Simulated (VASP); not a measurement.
# ZrS2 (P-3m1) in VASP: single point with HSE06

Aim: the single point of ZrS2 with HSE06.

Program: VASP 6.6.1. These are calculated values, not measurements. Logs are shortened: lines on timing, memory, paths and dates and some standing lists are left out, and cuts for length are marked.

## Step 1: The cell of the first run

It takes space group P-3m1 (No. 164, trigonal). The conventional cell has a = 3.674 Å, b = 3.674 Å, c = 5.857 Å, α = 90.00°, β = 90.00°, γ = 120.00°. Within 3.4 Å of Zr (site symmetry -3m) lie 6 S at 2.57 Å. S (site symmetry 3m) has 3 Zr at 2.57 Å within 3.4 Å.

## Step 2: Single point, HSE06

POSCAR reads:

```
ZrS2
1.0
    3.6743619266      0.0000000000      0.0000000000
   -1.8371809633      3.1820907711      0.0000000000
    0.0000000000      0.0000000000      5.8571358034
Zr S
1 2
Direct
    0.0000000000      0.0000000000      0.0000000000
    0.6666666667      0.3333333333      0.7537648221
    0.3333333333      0.6666666667      0.2462351779
```

INCAR.step1 reads:

```
  PREC = Accurate
  ENCUT = 400
  EDIFF = 1E-5
  ISMEAR = 0
  SIGMA = 0.01
  LREAL = False
  LASPH = True
  NELM = 120
  ALGO = Normal
  ISIF = 2
  LWAVE = True
  NBANDS = 19
  GGA = PE
  GGA_COMPAT = False
```

INCAR.step2 reads:

```
  PREC = Accurate
  ENCUT = 400
  EDIFF = 1E-6
  ISMEAR = 0
  SIGMA = 0.01
  LREAL = False
  LASPH = True
  NELM = 120
  ALGO = Normal
  ISIF = 2
  LWAVE = False
  LCHARG = True
  GGA = PE
  LHFCALC = True
  HFSCREEN = 0.2079
  PRECFOCK = Normal
  LELF = True
  LVHAR = True
  NBANDS = 19
  ISTART = 1
  GGA_COMPAT = False
```

KPOINTS reads:

```
regular mesh
0
Gamma
  6 6 4
```

Potentials or basis: VASP PAW PBE potentials, release 64 (Zr_sv, S).

The run is started by

```bash
> cat potpaw_PBE.64/Zr_sv/POTCAR potpaw_PBE.64/S/POTCAR > POTCAR
> cp INCAR.step1 INCAR
> mpirun -np 1 vasp_std > vasp.out
> cp INCAR.step2 INCAR
> mpirun -np 1 vasp_std > vasp.out
```

OUTCAR:

```text
PREC = Accurate
   ENCUT = 400
   EDIFF = 1E-6
   ISMEAR = 0
   LREAL = False
   LASPH = True
   NELM = 120
   ISIF = 2
   GGA = PE
   LHFCALC = True
   HFSCREEN = 0.2079
   PRECFOCK = Normal
   ISTART = 1

 ion  position               nearest neighbor table
   1  0.000  0.000  0.000-   2 2.57   3 2.57   3 2.57   2 2.57   2 2.57   3 2.57
   2  0.667  0.333  0.754-   1 2.57   1 2.57   1 2.57
   3  0.333  0.667  0.246-   1 2.57   1 2.57   1 2.57

  LATTYP: Found a hexagonal cell.
 ALAT       =     3.6743619266
 C/A-ratio  =     1.5940552184

  Lattice vectors:

 A1 = (   3.6743619266,   0.0000000000,   0.0000000000)
 A2 = (  -1.8371809633,   3.1820907711,   0.0000000000)
 A3 = (   0.0000000000,   0.0000000000,   5.8571358034)

Analysis of symmetry for initial positions (statically):
=====================================================================
 Subroutine PRICEL returns:
 Original cell was already a primitive cell.

 Routine SETGRP: Setting up the symmetry group for a
 hexagonal supercell.

 Subroutine GETGRP returns: Found 12 space group operations
 (whereof 12 operations were pure point group operations)
 out of a pool of 24 trial point group operations.

The static configuration has the point symmetry D_3d.

Analysis of symmetry for dynamics (positions and initial velocities):
=====================================================================
 Subroutine PRICEL returns:
 Original cell was already a primitive cell.

 Routine SETGRP: Setting up the symmetry group for a
 hexagonal supercell.

 Subroutine GETGRP returns: Found 12 space group operations
 (whereof 12 operations were pure point group operations)
 out of a pool of 24 trial point group operations.

The dynamic configuration has the point symmetry D_3d.

 Subroutine INISYM returns: Found 12 space group operations
 (whereof 12 operations are pure point group operations),
 and found     1 'primitive' translations

----------------------------------------------------------------------------------------

                                     Primitive cell

  volume of cell :      68.4825

  direct lattice vectors                    reciprocal lattice vectors
     3.674361927  0.000000000  0.000000000     0.272156097  0.157129396  0.000000000
    -1.837180963  3.182090771  0.000000000     0.000000000  0.314258791  0.000000000
     0.000000000  0.000000000  5.857135803     0.000000000  0.000000000  0.170731913

  length of vectors
     3.674361927  3.674361927  5.857135803     0.314258791  0.314258791  0.170731913

  position of ions in fractional coordinates (direct lattice)
     0.000000000  0.000000000  0.000000000
     0.666666667  0.333333333  0.753764822
     0.333333333  0.666666667  0.246235178

  ion indices of the primitive-cell ions
   primitive index   ion index
                 1           1
                 2           2
                 3           3

----------------------------------------------------------------------------------------

 KPOINTS: regular mesh

Automatic generation of k-mesh.
 Grid dimensions read from file:
 generate k-points for:    6    6    4

 Generating k-lattice:

  Cartesian coordinates                     Fractional coordinates (reciprocal lattice)
     0.045359349  0.026188233  0.000000000     0.166666667  0.000000000  0.000000000
     0.000000000  0.052376465  0.000000000     0.000000000  0.166666667  0.000000000
     0.000000000  0.000000000  0.042682978     0.000000000  0.000000000  0.250000000

  Length of vectors
     0.052376465  0.052376465  0.042682978

  Shift w.r.t. Gamma in fractional coordinates (k-lattice)
     0.000000000  0.000000000  0.000000000

 Subroutine IBZKPT returns following result:
 ===========================================

 Found     24 irreducible k-points:

 Following reciprocal coordinates:
            Coordinates               Weight
  0.000000  0.000000  0.000000      1.000000
  0.166667  0.000000  0.000000      6.000000
  0.333333  0.000000  0.000000      6.000000
  0.500000  0.000000  0.000000      3.000000
  0.166667  0.166667  0.000000      6.000000
  0.333333  0.166667  0.000000     12.000000
[... 16 lines left out ...]
  0.333333  0.166667  0.500000     12.000000
  0.333333  0.333333  0.500000      2.000000
   k-points           NKPTS =     24   k-points in BZ     NKDIM =    144   number of bands    NBANDS=     19
   number of dos      NEDOS =    301   number of ions     NIONS =      3
   total plane-waves  NPLWV =  23040
   dimension x,y,z NGX =    24 NGY =   24 NGZ =   40
   dimension x,y,z NGXF=    48 NGYF=   48 NGZF=   80
   ions per type =               1   2
   NGX,Y,Z   is equivalent  to a cutoff of  10.86, 10.86, 11.35 a.u.
   NGXF,Y,Z  is equivalent  to a cutoff of  21.72, 21.72, 22.71 a.u.
 SYSTEM =  unknown system
   PREC   = accura    normal or accurate (medium, high low for compatibility)
   ISTART =      1    job   : 0-new  1-cont  2-samecut
   ICHARG =      0    charge: 1-file 2-atom 10-const
   ISPIN  =      1    spin polarized calculation?
   LNONCOLLINEAR =      F non collinear calculations
   LSORBIT =      F    spin-orbit coupling
   LASPH  =      T    aspherical Exc in radial PAW
   ENCUT  =  400.0 eV  29.40 Ry    5.42 a.u.   5.99  5.99  9.55*2*pi/ulx,y,z
   NELM   =    120;   NELMIN=  2; NELMDL=  0     # of ELM steps
   EDIFF  = 0.1E-05   stopping-criterion for ELM
   LREAL  =      F    real-space projection
   EDIFFG = 0.1E-04   stopping-criterion for IOM
   NSW    =      0    number of steps for IOM
   IBRION =     -1    ionic relax: 0-MD 1-quasi-New 2-CG
   NFREE  =      0    steps in history (QN), initial steepest desc. (CG)
   ISIF   =      2    stress and relaxation
   ISYM   =      3    0-nonsym 1-usesym 2-fastsym
   POTIM  = 0.5000    time-step for ionic-motion
   TEBEG  =    0.0;   TEEND  =   0.0 temperature during run
   PSTRESS=    0.0 pullay stress
   NELECT =      24.0000    total number of electrons
   NUPDOWN=      -1.0000    fix difference up-down
   EMIN   =  10.00;   EMAX   =-10.00  energy-range for DOS
   EFERMI =   0.00;   METHOD = LEGACY
   ISMEAR =     0;   SIGMA  =   0.01  broadening in eV -4-tet -1-fermi 0-gaus
   EFERMI_NEDOS =   21; number of points for ismear=-14 and -15
   IALGO  =     38    algorithm
   IMIX   =      1    mixing-type and parameters
     AMIX     =   0.40;   BMIX     =  1.00
     AMIX_MAG =   1.60;   BMIX_MAG =  1.00
  volume/ion in A,a.u.               =      22.83       154.05
  Fermi-wavevector in a.u.,A,eV,Ry     =   1.154211  2.181143 18.125731  1.332204
  Thomas-Fermi vector in A             =   2.290849
   LORBIT       =      0    0 simple, 1 ext, 2 COOP (PROOUT), +10 PAW based schemes
   GGA     = PE    functional components
   LHFCALC =     T    Hartree Fock is set to
   PRECFOCK=normal    Normal, Fast or Accurate (Low or Medium for compatibility)
   ENCUT4O =  -1.0   cutoff for four orbital integrals eV
   NKREDX  =     1    reduce k-point grid by
   NKREDY  =     1    reduce k-point grid by
   NKREDZ  =     1    reduce k-point grid by
   AEXX    =    0.2500 exact exchange contribution
   HFSCREEN=    0.2079 screening length (either q_TF or 0.3 A-1)
   HFSCREENC=   0.2079 screening length for correlation (either q_TF or 0.3 A-1)
   ENCUTFOCK=  -1.0 apply spherical cutoff to Coloumb kernel
   IVDW    =     0    specifies the selected vdW correction
   LEPSILON=     F    determine dielectric tensor
   LRPA    =     F    only Hartree local field effects (RPA)
 non-spin polarized calculation
 Gauss-broadening in eV      SIGMA  =   0.01
  energy-cutoff  :      400.00
  volume of cell :       68.48
 maximum number of plane-waves:      1254
  NGX = 18; NGY = 18; NGZ = 30

 number of electron      24.0000004 magnetization

 Free energy of the ion-electron system (eV)
  ---------------------------------------------------
  ext. energy  EPLUGINS =         0.00000000
  ---------------------------------------------------
  free energy    TOTEN  =       -25.41834318 eV

  energy without entropy =      -25.41834318  energy(sigma->0) =      -25.41834318

 E-fermi :   4.2878     XC(G=0):  -7.9442

 val. band max:        4.1411125742   @ k =   0.0000   0.0000   0.0000
 cond. band min:       5.8161944755   @ k =   0.5000   0.0000   0.5000
 fundamental gap:      1.6750819013
 Fermi energy:         4.2877815222

 k-point     1 :       0.0000    0.0000    0.0000
  band No.  band energies     occupation
      1     -48.3431      2.00000
      2     -25.0173      2.00000
      3     -24.8355      2.00000
      4     -24.8355      2.00000
      5      -9.9941      2.00000
      6      -8.3175      2.00000
[... 11 lines left out ...]
     18      10.7550      0.00000
     19      10.9538      0.00000

 k-point     2 :       0.1667    0.0000    0.0000
  band No.  band energies     occupation
      1     -48.3378      2.00000
      2     -25.0009      2.00000
      3     -24.9140      2.00000
      4     -24.8524      2.00000
      5      -9.6883      2.00000
      6      -8.3988      2.00000
[... 11 lines left out ...]
     18      12.0152      0.00000
     19      12.5681      0.00000

 k-point     3 :       0.3333    0.0000    0.0000
  band No.  band energies     occupation
      1     -48.3270      2.00000
      2     -25.0680      2.00000
      3     -24.9670      2.00000
      4     -24.8859      2.00000
      5      -9.0522      2.00000
      6      -8.5121      2.00000
[... 11 lines left out ...]
     18      12.6431      0.00000
     19      13.4400      0.00000

 k-point     4 :       0.5000    0.0000    0.0000
  band No.  band energies     occupation
      1     -48.3216      2.00000
      2     -25.1426      2.00000
      3     -24.9505      2.00000
      4     -24.9025      2.00000
      5      -8.8570      2.00000
      6      -8.3881      2.00000
[... 407 lines left out ...]
     18      13.6509      0.00000
     19      13.6755      0.00000

 k-point    23 :       0.3333    0.1667    0.5000
  band No.  band energies     occupation
      1     -48.3216      2.00000
      2     -25.1023      2.00000
      3     -24.9527      2.00000
      4     -24.9423      2.00000
      5      -8.8122      2.00000
      6      -8.4273      2.00000
[... 11 lines left out ...]
     18      12.2263      0.00000
     19      13.1975      0.00000

 k-point    24 :       0.3333    0.3333    0.5000
  band No.  band energies     occupation
      1     -48.3190      2.00000
      2     -25.0466      2.00000
      3     -25.0466      2.00000
      4     -24.9433      2.00000
      5      -8.5439      2.00000
      6      -8.5439      2.00000
[... 11 lines left out ...]
     18      13.3232      0.00000
     19      13.8574      0.00000

------------------------ aborting loop because EDIFF is reached ----------------------------------------

  FORCE on cell =-STRESS in cart. coord.  units (eV):
  Direction    XX          YY          ZZ          XY          YZ          ZX
  --------------------------------------------------------------------------------------
  -------------------------------------------------------------------------------------
  Total       -0.1082929     -0.1082929      0.1947710      0.0000000      0.0000000      0.0000000
  in kB       -2.5335567     -2.5335567      4.5567484      0.0000000      0.0000000      0.0000000
  external PRESSURE =      -0.1701217 kB  Pullay stress =       0.0000000 kB

 VOLUME and BASIS-vectors are now :
 -----------------------------------------------------------------------------
  energy-cutoff  :      400.00
  volume of cell :       68.48
      direct lattice vectors                 reciprocal lattice vectors
     3.674361927  0.000000000  0.000000000     0.272156097  0.157129396  0.000000000
    -1.837180963  3.182090771  0.000000000     0.000000000  0.314258791  0.000000000
     0.000000000  0.000000000  5.857135803     0.000000000  0.000000000  0.170731913

 POSITION                                       TOTAL-FORCE (eV/Angst)
 -----------------------------------------------------------------------------------
      0.00000      0.00000      0.00000         0.000000      0.000000      0.000000
      1.83718      1.06070      4.41490        -0.000000     -0.000000      0.185599
     -0.00000      2.12139      1.44223         0.000000      0.000000     -0.185599
 -----------------------------------------------------------------------------------
    total drift:                               -0.000000      0.000000      0.000001

  FREE ENERGIE OF THE ION-ELECTRON SYSTEM (eV)
  ---------------------------------------------------
  free  energy   TOTEN  =       -25.4183431793 eV

  energy  without entropy=      -25.4183431793  energy(sigma->0) =      -25.41834318
```

It took 56 min on 1 thread of Oxide Virtual Turin-like, shared host; peak memory 0.25 GiB.

Results:

* Free energy: -25.4183 eV
* Pressure: 0.0 GPa
* Largest force: 0.186 eV/Å
* Band gap on the k mesh: 1.68 eV (least direct gap 2.38 eV)

Forces on the atoms (eV/Å):
```
Zr   0.000  0.000  0.000
S    0.000  0.000  0.186
S    0.000  0.000 -0.186
```

Levels at points of the mesh, in eV from the valence-band top:
| k point | band 8 | band 9 | band 10 | band 11 | band 12 | band 13 | band 14 | band 15 | band 16 | band 17 |
| --- | --- | --- | --- | --- | --- | --- | --- | --- | --- | --- |
| (0.00, 0.00, 0.00) | -3.20 | -3.20 | -0.19 | -0.19 | 0.00 | 2.38 | 2.38 | 3.29 | 5.84 | 5.84 |
| (0.50, 0.00, 0.00) | -2.98 | -2.83 | -2.75 | -2.11 | -1.49 | 1.84 | 4.28 | 4.58 | 6.77 | 6.94 |
| (0.00, 0.00, 0.50) | -3.15 | -3.15 | -1.98 | -0.34 | -0.34 | 2.34 | 2.34 | 3.64 | 6.28 | 6.28 |
| (0.50, 0.00, 0.50) | -3.70 | -3.01 | -2.56 | -1.19 | -0.93 | 1.68 | 4.26 | 4.58 | 6.21 | 6.60 |

Caveat: the PAW data sets were made with another functional, which shifts forces and pressure a little; this functional lacks dispersion, which binds layers or chains, so the pressure and a relaxed spacing across them are unreliable.
